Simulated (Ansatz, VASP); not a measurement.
# Two plane-wave programs on As

```
As
1.0
    -1.61195    1.61195    1.61195
     1.61195   -1.61195    1.61195
     1.61195    1.61195   -1.61195
As
1
Direct
  0.00000 0.00000 0.00000
```

Alike in both runs: task single point; functional PBE; k mesh 15 × 15 × 15; occupations fermi-dirac, width 0.1 eV; no spin polarisation.

|  | VASP | Ansatz |
| --- | --- | --- |
| version | VASP 6.6.1 | Ansatz 0.2.0 |
| potentials or method | VASP PAW PBE potentials, release 64 (As), cutoff 520 eV | plane waves (420 eV) with PAW, scalar-relativistic |
| valence electrons in the cell | 5 | 15 |

|  | VASP | Ansatz | Ansatz less VASP |
| --- | --- | --- | --- |
| pressure (GPa) | 13.9 | 13.6 | -0.25 |

VASP's potentials hold 5 valence electrons a cell and Ansatz's 15, so a difference there can come from the potentials and not from the codes.
